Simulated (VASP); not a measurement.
# GaCo (Pm-3m) in VASP: further runs

Runs on GaCo. Level: PBE. Tasks: single point.

Everything below comes from runs of VASP 6.6.1. Logs are shortened: lines on timing, memory, paths and dates and some standing lists are left out, and cuts for length are marked.

## Step 1: The cell of the first run

It takes space group Pm-3m (No. 221, cubic). Conventional cell: a = 2.878 Å, b = 2.878 Å, c = 2.878 Å, α = 90.00°, β = 90.00°, γ = 90.00°. Within 3.3 Å of Ga (site symmetry m-3m) lie 8 Co at 2.49 Å and 6 Ga at 2.88 Å. Within 3.3 Å of Co (site symmetry m-3m) lie 8 Ga at 2.49 Å and 6 Co at 2.88 Å.

## Step 2: Single point, PBE, collinear spin, zero start

The input, INCAR:

```
SYSTEM = GaCo
PREC = Accurate
ENCUT = 520
EDIFF = 1E-6
ISMEAR = -1
SIGMA = 0.05
LREAL = .False.
LASPH = .True.
NELM = 150
ALGO = Normal
ISIF = 2
LWAVE = .False.
LCHARG = .True.
ISPIN = 2
MAGMOM = 0 0
LORBIT = 11
NUPDOWN = 0.0
LMAXMIX = 4
GGA = PE
LELF = .True.
LVHAR = .True.
NBANDS = 22
```

The input, KPOINTS:

```
Automatic mesh
0
Gamma
  8 8 8
  0 0 0
```

The input, POSCAR:

```
GaCo
1.0
    2.8780000000      0.0000000000      0.0000000000
    0.0000000000      2.8780000000      0.0000000000
    0.0000000000      0.0000000000      2.8780000000
Ga Co
1 1
Direct
    0.5000000000      0.5000000000      0.5000000000
    0.0000000000      0.0000000000      0.0000000000
```

Potentials or basis: VASP PAW PBE potentials, release 64 (Ga_d, Co).

Launch:

```console
$ cat potpaw_PBE.64/Ga_d/POTCAR potpaw_PBE.64/Co/POTCAR > POTCAR
$ mpirun -np 1 vasp_std > vasp.out
```

OUTCAR:

```text
SYSTEM = GaCo
   PREC = Accurate
   ENCUT = 520
   EDIFF = 1E-6
   ISMEAR = -1
   LREAL = .False.
   LASPH = .True.
   NELM = 150
   ISIF = 2
   ISPIN = 2
   LORBIT = 11
   NUPDOWN = 0.0
   GGA = PE

 ion  position               nearest neighbor table
   1  0.500  0.500  0.500-   2 2.49   2 2.49   2 2.49   2 2.49   2 2.49   2 2.49   2 2.49   2 2.49

   2  0.000  0.000  0.000-   1 2.49   1 2.49   1 2.49   1 2.49   1 2.49   1 2.49   1 2.49   1 2.49

  LATTYP: Found a simple cubic cell.
 ALAT       =     2.8780000000

  Lattice vectors:

 A1 = (   2.8780000000,   0.0000000000,   0.0000000000)
 A2 = (   0.0000000000,   2.8780000000,   0.0000000000)
 A3 = (   0.0000000000,   0.0000000000,   2.8780000000)

Analysis of symmetry for initial positions (statically):
=====================================================================
 Subroutine PRICEL returns:
 Original cell was already a primitive cell.

 Routine SETGRP: Setting up the symmetry group for a
 simple cubic supercell.

 Subroutine GETGRP returns: Found 48 space group operations
 (whereof 48 operations were pure point group operations)
 out of a pool of 48 trial point group operations.

The static configuration has the point symmetry O_h .

Analysis of symmetry for dynamics (positions and initial velocities):
=====================================================================
 Subroutine PRICEL returns:
 Original cell was already a primitive cell.

 Routine SETGRP: Setting up the symmetry group for a
 simple cubic supercell.

 Subroutine GETGRP returns: Found 48 space group operations
 (whereof 48 operations were pure point group operations)
 out of a pool of 48 trial point group operations.

The dynamic configuration has the point symmetry O_h .

Analysis of structural, dynamic, and magnetic symmetry:
=====================================================================
 Subroutine PRICEL returns:
 Original cell was already a primitive cell.

 Routine SETGRP: Setting up the symmetry group for a
 simple cubic supercell.

 Subroutine GETGRP returns: Found 48 space group operations
 (whereof 48 operations were pure point group operations)
 out of a pool of 48 trial point group operations.

The overall configuration has the point symmetry O_h .

 Subroutine INISYM returns: Found 48 space group operations
 (whereof 48 operations are pure point group operations),
 and found     1 'primitive' translations

----------------------------------------------------------------------------------------

                                     Primitive cell

  volume of cell :      23.8381

  direct lattice vectors                    reciprocal lattice vectors
     2.878000000  0.000000000  0.000000000     0.347463516  0.000000000  0.000000000
     0.000000000  2.878000000  0.000000000     0.000000000  0.347463516  0.000000000
     0.000000000  0.000000000  2.878000000     0.000000000  0.000000000  0.347463516

  length of vectors
     2.878000000  2.878000000  2.878000000     0.347463516  0.347463516  0.347463516

  position of ions in fractional coordinates (direct lattice)
     0.500000000  0.500000000  0.500000000
     0.000000000  0.000000000  0.000000000

  ion indices of the primitive-cell ions
   primitive index   ion index
                 1           1
                 2           2

----------------------------------------------------------------------------------------

 KPOINTS: Automatic mesh

Automatic generation of k-mesh.
 Grid dimensions read from file:
 generate k-points for:    8    8    8

 Generating k-lattice:

  Cartesian coordinates                     Fractional coordinates (reciprocal lattice)
     0.043432940  0.000000000  0.000000000     0.125000000  0.000000000  0.000000000
     0.000000000  0.043432940  0.000000000     0.000000000  0.125000000  0.000000000
     0.000000000  0.000000000  0.043432940     0.000000000  0.000000000  0.125000000

  Length of vectors
     0.043432940  0.043432940  0.043432940

  Shift w.r.t. Gamma in fractional coordinates (k-lattice)
     0.000000000  0.000000000  0.000000000

 Subroutine IBZKPT returns following result:
 ===========================================

 Found     35 irreducible k-points:

 Following reciprocal coordinates:
            Coordinates               Weight
  0.000000  0.000000  0.000000      1.000000
  0.125000  0.000000  0.000000      6.000000
  0.250000  0.000000  0.000000      6.000000
  0.375000  0.000000  0.000000      6.000000
  0.500000  0.000000  0.000000      3.000000
  0.125000  0.125000  0.000000     12.000000
[... 16 lines left out ...]
  0.375000  0.375000  0.125000     24.000000
  0.500000  0.375000  0.125000     24.000000
 [... further k-points ...]
   k-points           NKPTS =     35   k-points in BZ     NKDIM =     35   number of bands    NBANDS=     22
   number of dos      NEDOS =    301   number of ions     NIONS =      2
   total plane-waves  NPLWV =  13824
   dimension x,y,z NGX =    24 NGY =   24 NGZ =   24
   dimension x,y,z NGXF=    48 NGYF=   48 NGZF=   48
   ions per type =               1   1
   NGX,Y,Z   is equivalent  to a cutoff of  13.86, 13.86, 13.86 a.u.
   NGXF,Y,Z  is equivalent  to a cutoff of  27.73, 27.73, 27.73 a.u.
 SYSTEM =  GaCo
   PREC   = accura    normal or accurate (medium, high low for compatibility)
   ISTART =      0    job   : 0-new  1-cont  2-samecut
   ICHARG =      2    charge: 1-file 2-atom 10-const
   ISPIN  =      2    spin polarized calculation?
   LNONCOLLINEAR =      F non collinear calculations
   LSORBIT =      F    spin-orbit coupling
   LASPH  =      T    aspherical Exc in radial PAW
   ENCUT  =  520.0 eV  38.22 Ry    6.18 a.u.   5.35  5.35  5.35*2*pi/ulx,y,z
   NELM   =    150;   NELMIN=  2; NELMDL= -5     # of ELM steps
   EDIFF  = 0.1E-05   stopping-criterion for ELM
   LREAL  =      F    real-space projection
   EDIFFG = 0.1E-04   stopping-criterion for IOM
   NSW    =      0    number of steps for IOM
   IBRION =     -1    ionic relax: 0-MD 1-quasi-New 2-CG
   NFREE  =      0    steps in history (QN), initial steepest desc. (CG)
   ISIF   =      2    stress and relaxation
   ISYM   =      2    0-nonsym 1-usesym 2-fastsym
   POTIM  = 0.5000    time-step for ionic-motion
   TEBEG  =    0.0;   TEEND  =   0.0 temperature during run
   PSTRESS=    0.0 pullay stress
   NELECT =      22.0000    total number of electrons
   NUPDOWN=       0.0000    fix difference up-down
   EMIN   =  10.00;   EMAX   =-10.00  energy-range for DOS
   EFERMI =   0.00;   METHOD = LEGACY
   ISMEAR =    -1;   SIGMA  =   0.05  broadening in eV -4-tet -1-fermi 0-gaus
   EFERMI_NEDOS =   21; number of points for ismear=-14 and -15
   IALGO  =     38    algorithm
   IMIX   =      4    mixing-type and parameters
     AMIX     =   0.40;   BMIX     =  1.00
     AMIX_MAG =   1.60;   BMIX_MAG =  1.00
  volume/ion in A,a.u.               =      11.92        80.43
  Fermi-wavevector in a.u.,A,eV,Ry     =   1.593890  3.012015 34.565389  2.540484
  Thomas-Fermi vector in A             =   2.692049
   LORBIT       =     11    0 simple, 1 ext, 2 COOP (PROOUT), +10 PAW based schemes
   GGA     = PE    functional components
   LHFCALC =     F    Hartree Fock is set to
   AEXX    =    0.0000 exact exchange contribution
   IVDW    =     0    specifies the selected vdW correction
   LEPSILON=     F    determine dielectric tensor
   LRPA    =     F    only Hartree local field effects (RPA)
 spin polarized calculation
  energy-cutoff  :      520.00
  volume of cell :       23.84
 maximum number of plane-waves:       660
 NGX is ok and might be reduce to    24
   NGX = 11   NGY = 11   NGZ = 11

 number of electron      22.0000018 magnetization       0.0000000

 number of electron      22.0000018 magnetization      -0.0000000

 Free energy of the ion-electron system (eV)
  ---------------------------------------------------
  ext. energy  EPLUGINS =         0.00000000
  ---------------------------------------------------
  free energy    TOTEN  =       -10.48158616 eV

  energy without entropy =      -10.46871070  energy(sigma->0) =      -10.47514843

 E-fermi :   9.8253     XC(G=0): -13.1891

 val. band max:        9.8135174258   @ k =   0.5000   0.3750   0.1250
 cond. band min:       9.8545647792   @ k =   0.5000   0.2500   0.0000
 fundamental gap:      0.0410473534
 Fermi energy:         9.8253235175

 spin component 1

 k-point     1 :       0.0000    0.0000    0.0000
  band No.  band energies     occupation
      1      -5.3927      1.00000
      2      -5.3927      1.00000
      3      -5.0463      1.00000
      4      -5.0463      1.00000
      5      -5.0463      1.00000
      6      -2.2898      1.00000
[... 14 lines left out ...]
     21      35.1114      0.00000
     22      35.1114      0.00000
[... 552 lines left out ...]
  band No.  band energies     occupation
      1      -5.3378      1.00000
      2      -5.2008      1.00000
      3      -5.1807      1.00000
      4      -5.1617      1.00000
      5      -4.9295      1.00000
      6       3.4652      1.00000
[... 14 lines left out ...]
     21      33.2654      0.00000
     22      37.0931      0.00000

 [... further k-points ...]

 spin component 2

 k-point     1 :       0.0000    0.0000    0.0000
  band No.  band energies     occupation
      1      -5.3927      1.00000
      2      -5.3927      1.00000
      3      -5.0463      1.00000
      4      -5.0463      1.00000
      5      -5.0463      1.00000
      6      -2.2898      1.00000
[... 14 lines left out ...]
     21      35.1114      0.00000
     22      35.1114      0.00000
[... 552 lines left out ...]
  band No.  band energies     occupation
      1      -5.3378      1.00000
      2      -5.2008      1.00000
      3      -5.1807      1.00000
      4      -5.1617      1.00000
      5      -4.9295      1.00000
      6       3.4652      1.00000
[... 14 lines left out ...]
     21      33.2654      0.00000
     22      37.0931      0.00000

 [... further k-points ...]

------------------------ aborting loop because EDIFF is reached ----------------------------------------

  FORCE on cell =-STRESS in cart. coord.  units (eV):
  Direction    XX          YY          ZZ          XY          YZ          ZX
  --------------------------------------------------------------------------------------
  -------------------------------------------------------------------------------------
  Total        0.1502178      0.1502178      0.1502178      0.0000000      0.0000000      0.0000000
  in kB       10.0962377     10.0962377     10.0962377      0.0000000      0.0000000      0.0000000
  external PRESSURE =      10.0962377 kB  Pullay stress =       0.0000000 kB

 VOLUME and BASIS-vectors are now :
 -----------------------------------------------------------------------------
  energy-cutoff  :      520.00
  volume of cell :       23.84
      direct lattice vectors                 reciprocal lattice vectors
     2.878000000  0.000000000  0.000000000     0.347463516  0.000000000  0.000000000
     0.000000000  2.878000000  0.000000000     0.000000000  0.347463516  0.000000000
     0.000000000  0.000000000  2.878000000     0.000000000  0.000000000  0.347463516

 POSITION                                       TOTAL-FORCE (eV/Angst)
 -----------------------------------------------------------------------------------
      1.43900      1.43900      1.43900         0.000000      0.000000      0.000000
      0.00000      0.00000      0.00000         0.000000      0.000000      0.000000
 -----------------------------------------------------------------------------------
    total drift:                                0.000000      0.000000     -0.000000

  FREE ENERGIE OF THE ION-ELECTRON SYSTEM (eV)
  ---------------------------------------------------
  free  energy   TOTEN  =       -10.4815861628 eV

  energy  without entropy=      -10.4687106971  energy(sigma->0) =      -10.47514843

 total charge

# of ion       s       p       d       tot
------------------------------------------
    1        0.847   0.887  10.052  11.786
    2        0.389   0.451   7.516   8.355
--------------------------------------------------
tot          1.236   1.337  17.568  20.141

 magnetization (x)

# of ion       s       p       d       tot
------------------------------------------
    1        0.000  -0.000  -0.000  -0.000
    2       -0.000   0.000   0.000   0.000
--------------------------------------------------
tot          0.000  -0.000   0.000  -0.000
```

It took 25 s on 1 thread of Intel Xeon Platinum 8259CL at 2.50GHz (Skylake/Cascade Lake), shared host; peak memory 0.16 GiB.

What came out:

- Free energy: -10.4816 eV
- Pressure: 1.0 GPa
- Net moment: 0.00 μB per cell
- Valence electrons inside the program's atomic spheres: Ga 11.79; Co 8.36

Caveat: the total moment is fixed, so each spin has its own Fermi level.

## Step 3: Single point, PBE, collinear spin, ferromagnetic start

The input, INCAR:

```
SYSTEM = GaCo
  PREC = Accurate
  ENCUT = 520
  EDIFF = 1E-6
  ISMEAR = -1
  SIGMA = 0.05
  LREAL = .False.
  LASPH = .True.
  NELM = 150
  ALGO = Normal
  ISIF = 2
  LWAVE = .False.
  LCHARG = .True.
  ISPIN = 2
  MAGMOM = 0 0.5
  LORBIT = 11
  NUPDOWN = 0.5
  LMAXMIX = 4
  GGA = PE
  LELF = .True.
  LVHAR = .True.
  NBANDS = 22
```

KPOINTS is that of step 2.

POSCAR is that of step 2.

Potentials or basis: VASP PAW PBE potentials, release 64 (Ga_d, Co).

Launch:

```console
$ cat potpaw_PBE.64/Ga_d/POTCAR potpaw_PBE.64/Co/POTCAR > POTCAR
$ mpirun -np 1 vasp_std > vasp.out
```

It took 30 s on 1 thread of Intel Xeon Platinum 8259CL at 2.50GHz (Skylake/Cascade Lake), shared host; peak memory 0.16 GiB.

The run converged. Its results:

* Free energy: -10.4446 eV
* Pressure: 2.5 GPa
* Net moment: 0.50 μB per cell
* Site moments: Ga -0.02; Co +0.54 μB
* Valence electrons inside the program's atomic spheres: Ga 11.79; Co 8.35

Caveat: the total moment is fixed, so each spin has its own Fermi level.

## Step 4: Single point, PBE, collinear spin, ferromagnetic start

The input, INCAR:

```
ALGO     = Normal         # electronic algorithm
EDIFF    = 1E-6           # SCF threshold, eV
ENCUT    = 520            # plane-wave cutoff, eV
GGA      = PE             # functional
ISIF     = 2              # what is computed and relaxed
ISMEAR   = -1             # smearing method
ISPIN    = 2              # spin polarisation
LASPH    = T              # aspherical terms in the spheres
LCHARG   = T              # write CHGCAR
LELF     = T              # ELF
LMAXMIX  = 4              # l up to which the mixer works
LORBIT   = 11             # projections on sites
LREAL    = F              # projectors in reciprocal space
LVHAR    = T            
LWAVE    = F              # write WAVECAR
MAGMOM   = 0 1            # initial moments
NBANDS   = 22             # bands
NELM     = 150            # most SCF steps
NUPDOWN  = 1.0            # fixed moment
PREC     = Accurate       # precision mode
SIGMA    = 0.05           # smearing width, eV
```

The input, KPOINTS:

```
k-points
0
Gamma
  8 8 8
```

POSCAR is that of step 3.

Potentials or basis: VASP PAW PBE potentials, release 64 (Ga_d, Co).

Launch:

```console
$ cat potpaw_PBE.64/Ga_d/POTCAR potpaw_PBE.64/Co/POTCAR > POTCAR
$ mpirun -np 1 vasp_std > vasp.out
```

OUTCAR:

```text
EDIFF = 1E-6
   ENCUT = 520
   GGA = PE
   ISIF = 2
   ISMEAR = -1
   ISPIN = 2
   LASPH = T
   LORBIT = 11
   LREAL = F
   NELM = 150
   NUPDOWN = 1.0
   PREC = Accurate

 ion  position               nearest neighbor table
   1  0.500  0.500  0.500-   2 2.49   2 2.49   2 2.49   2 2.49   2 2.49   2 2.49   2 2.49   2 2.49

   2  0.000  0.000  0.000-   1 2.49   1 2.49   1 2.49   1 2.49   1 2.49   1 2.49   1 2.49   1 2.49

  LATTYP: Found a simple cubic cell.
 ALAT       =     2.8780000000

  Lattice vectors:

 A1 = (   2.8780000000,   0.0000000000,   0.0000000000)
 A2 = (   0.0000000000,   2.8780000000,   0.0000000000)
 A3 = (   0.0000000000,   0.0000000000,   2.8780000000)

Analysis of symmetry for initial positions (statically):
=====================================================================
 Subroutine PRICEL returns:
 Original cell was already a primitive cell.

 Routine SETGRP: Setting up the symmetry group for a
 simple cubic supercell.
[... 798 lines left out ...]
      3      -4.9875      1.00000
      4      -4.9875      1.00000
      5      -4.9875      1.00000
      6      -2.2628      1.00000
[... 589 lines left out ...]
     21      33.2942      0.00000
     22      37.1121      0.00000

 [... further k-points ...]

------------------------ aborting loop because EDIFF is reached ----------------------------------------

  FORCE on cell =-STRESS in cart. coord.  units (eV):
  Direction    XX          YY          ZZ          XY          YZ          ZX
  --------------------------------------------------------------------------------------
  -------------------------------------------------------------------------------------
  Total        0.8294768      0.8294768      0.8294768     -0.0000000      0.0000000      0.0000000
  in kB       55.7496870     55.7496870     55.7496870     -0.0000000      0.0000000      0.0000000
  external PRESSURE =      55.7496870 kB  Pullay stress =       0.0000000 kB

 VOLUME and BASIS-vectors are now :
 -----------------------------------------------------------------------------
  energy-cutoff  :      520.00
  volume of cell :       23.84
      direct lattice vectors                 reciprocal lattice vectors
     2.878000000  0.000000000  0.000000000     0.347463516  0.000000000  0.000000000
     0.000000000  2.878000000  0.000000000     0.000000000  0.347463516  0.000000000
     0.000000000  0.000000000  2.878000000     0.000000000  0.000000000  0.347463516

 POSITION                                       TOTAL-FORCE (eV/Angst)
 -----------------------------------------------------------------------------------
      1.43900      1.43900      1.43900         0.000000      0.000000      0.000000
      0.00000      0.00000      0.00000         0.000000      0.000000      0.000000
 -----------------------------------------------------------------------------------
    total drift:                                0.000000      0.000000     -0.000000

  FREE ENERGIE OF THE ION-ELECTRON SYSTEM (eV)
  ---------------------------------------------------
  free  energy   TOTEN  =       -10.3231952567 eV

  energy  without entropy=      -10.3049346963  energy(sigma->0) =      -10.31406498

 total charge

# of ion       s       p       d       tot
------------------------------------------
    1        0.848   0.907  10.046  11.801
    2        0.402   0.458   7.476   8.337
--------------------------------------------------
tot          1.250   1.365  17.522  20.138

 magnetization (x)

# of ion       s       p       d       tot
------------------------------------------
    1       -0.007  -0.007  -0.001  -0.015
    2        0.014   0.015   0.984   1.013
--------------------------------------------------
tot          0.007   0.008   0.983   0.999
```

stdout:

```text
POSCAR found type information on POSCAR GaCo
 POSCAR found :  2 types and       2 ions
 scaLAPACK will be used
 LDA part: xc-table for (Slater+PW92), standard interpolation
 POSCAR, INCAR and KPOINTS ok, starting setup
 FFT: planning ... GRIDC
 FFT: planning ... GRID_SOFT
 FFT: planning ... GRID
 WAVECAR not read
 entering main loop
```

Run time: 29 s. Hardware: 1 thread of Intel Xeon Platinum 8259CL at 2.50GHz (Skylake/Cascade Lake), shared host; peak memory 0.16 GiB.

What came out:

```yaml
Free_energy: -10.3232 eV
Pressure: 5.6 GPa
Net_moment: 1.00 μB per cell
Site_moments: Ga -0.01; Co +1.01 μB
Valence_electrons_inside_the_program's_atomic_spheres: Ga 11.80; Co 8.34
```

Caveat: the cell stands under pressure; the total moment is fixed, so each spin has its own Fermi level.

## Step 5: Overview

```csv
spin,fixed moment (μB),pressure (GPa),moment (μB)
"collinear, zero start",0.0,1.0,0.00
"collinear, ferromagnetic start",0.5,2.5,0.50
"collinear, ferromagnetic start",1.0,5.6,1.00
```

Alike in all rows: task single point; level PBE; potentials or basis VASP PAW PBE potentials, release 64 (Ga_d, Co); cell as given; k mesh 8 × 8 × 8; cutoff (eV) 520; smearing fermi-dirac 0.05 eV.

Caveats: the total moment is fixed, so each spin has its own Fermi level; the cell stands under pressure (at least some runs).

Total energies depend on the potentials used, so only differences within one code and one set of settings carry meaning.
